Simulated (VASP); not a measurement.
SnH2Br2:

```
Sn H Br
1.0
     4.61639    0.00000    0.00000
    -2.30820    3.99791    0.00000
     0.00000    0.00000    7.47755
Sn H Br
1 2 2
Direct
  0.00000 0.00000 0.00000
  0.33333 0.66667 0.63010
  0.66667 0.33333 0.36990
  0.33333 0.66667 0.24130
  0.66667 0.33333 0.75870
```

The cell was generated, and may not be a known phase.

- Program: VASP 6.6.1
- Task: relaxation of cell and atoms
- Functional: PBE
- Potentials or basis: VASP PAW PBE potentials, release 64 (Sn_d, H, Br)
- Cutoff: 600 eV
- k mesh: 6 × 6 × 4
- Occupations: gaussian, width 0.1 eV
- Spin: no spin polarisation

At the start: pressure -4.3 GPa; volume 27.60 Å³/atom.

How do energy, volume and symmetry change on relaxing?

Over 37 steps the energy falls by 212.2 meV/atom and the volume is 23.59 Å³/atom (-14.5 %); space group P-3m1 (No. 164, to 0.1 Å) before and after.

The path:
```csv
step,energy change (eV),largest force (eV/Å),pressure (GPa),volume (Å³)
1,0.0000,0.3540,-4.31,138.01
2,-0.3398,0.2434,-2.84,123.70
3,-0.4731,0.3606,-0.64,112.24
4,-0.4768,0.4590,-0.01,109.86
5,-0.4769,0.4371,-0.15,110.38
6,-0.5101,0.4021,-0.13,109.14
7,-0.5918,0.2574,0.10,105.42
8,-0.6289,0.2416,1.54,98.10
9,-0.6387,0.2158,0.91,100.52
10,-0.6648,0.2855,-0.45,104.42
11,-0.6654,0.2889,-0.66,105.09
12,-0.6854,0.3077,-0.85,105.68
13,-0.7364,0.3127,-1.43,107.44
14,-0.7630,0.3567,-2.35,110.86
15,-0.7659,0.3527,-2.12,109.87
16,-0.7834,0.3323,-1.99,109.39
17,-0.8281,0.2659,-1.59,107.97
18,-0.8770,0.0973,-0.66,105.14
19,-0.8797,0.0492,-0.29,104.18
20,-0.9025,0.0463,-0.08,103.79
21,-0.9561,0.0367,0.67,102.53
22,-0.9609,0.0827,2.74,99.72
23,-0.9782,0.0372,1.74,101.02
24,-1.0026,0.0395,1.16,103.11
25,-1.0220,0.1821,0.20,107.17
26,-1.0221,0.1929,0.13,107.49
27,-1.0267,0.1754,0.07,108.02
28,-1.0371,0.1235,-0.08,109.63
29,-1.0442,0.0592,-0.34,112.90
30,-1.0483,0.0550,0.02,112.55
31,-1.0489,0.0773,0.26,112.34
32,-1.0525,0.0538,0.20,113.16
33,-1.0579,0.0517,0.09,115.58
34,-1.0581,0.0518,0.08,116.05
35,-1.0597,0.0465,-0.11,117.09
36,-1.0600,0.0474,-0.26,117.93
37,-1.0609,0.0366,-0.22,117.97
```

Final structure:
```yaml
crystal:
  lattice:
    - [4.34404, 0.00000, 0.00000]
    - [-2.17202, 3.76205, 0.00000]
    - [0.00000, 0.00000, 7.21834]
  atoms:
    - { symbol: Sn, position: [0.00000, 0.00000, 0.00000] }
    - { symbol: H, position: [0.33333, 0.66667, 0.78012] }
    - { symbol: H, position: [0.66667, 0.33333, 0.21988] }
    - { symbol: Br, position: [0.33333, 0.66667, 0.23022] }
    - { symbol: Br, position: [0.66667, 0.33333, 0.76978] }
```

Caveat: this functional lacks dispersion, which binds layers or chains, so the pressure and a relaxed spacing across them are unreliable.
